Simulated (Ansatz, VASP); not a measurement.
Two plane-wave programs on LiH

File INCAR:

```
PREC = Accurate
ENCUT = 520
EDIFF = 1E-6
ISMEAR = 0
SIGMA = 0.05
LREAL = False
LASPH = True
NELM = 80
ALGO = Normal
ISIF = 2
LWAVE = False
LCHARG = False
NBANDS = 9
```

KPOINTS

```
regular mesh
0
Gamma
  10 10 10
```

Contents of POSCAR:

```
LiH
1.0
    0.0000000000      2.0325000000      2.0325000000
    2.0325000000      0.0000000000      2.0325000000
    2.0325000000      2.0325000000      0.0000000000
Li H
1 1
Direct
    0.0000000000      0.0000000000      0.0000000000
    0.5248551776      0.5248551776      0.5248551776
```

Input for Ansatz:

```yaml
crystal:
  lattice:
    - [0.0, 2.0325, 2.0325]
    - [2.0325, 0.0, 2.0325]
    - [2.0325, 2.0325, 0.0]
  atoms:
    - { symbol: Li, position: [0.0, 0.0, 0.0] }
    - { symbol: H, position: [0.5248551776, 0.5248551776, 0.5248551776] }
basis:
  ecutwfc: 420
kpoints:
  mp_grid: { grid: [10, 10, 10] }
hamiltonian:
  xc: lda
scf:
  occupations: { method: gaussian, width: 0.05 }
output:
  forces: true
  stress: true
  eigenvalues: true
```

Change from the starting cell: all H atoms moved +0.175 Å, as atom 2 along Cartesian [1 1 1].

Alike in both runs: task single point; functional LDA; k mesh 10 × 10 × 10; occupations gaussian, width 0.05 eV; no spin polarisation.

|  | VASP | Ansatz |
| --- | --- | --- |
| version | VASP 6.6.1 | Ansatz 0.2.0 |
| potentials or method | VASP PAW LDA potentials, release 64 (Li_sv, H), cutoff 520 eV | scalar-relativistic, plane waves, PAW |
| valence electrons in the cell | 4 | 4 |

Ansatz gave:

```
gap on the k mesh at the Fermi level (eV) : 2.84
least direct gap on the mesh (eV)         : 2.84
rms of the force components (eV/Å)        : 0.092
```

Question: Estimate VASP's values.

Answer: gap on the k mesh at the Fermi level (eV): 2.83; least direct gap on the mesh (eV): 2.83; rms of the force components (eV/Å): 0.093.

LDA's correlation is that of Perdew and Zunger in VASP and of Perdew and Wang (1992) in Ansatz. Atom by atom the forces differ by 0.000 eV/Å (rms over components).

Noted on VASP's run: the cutoff is under 1.25 times that of the potentials, so the pressure is a little rough.
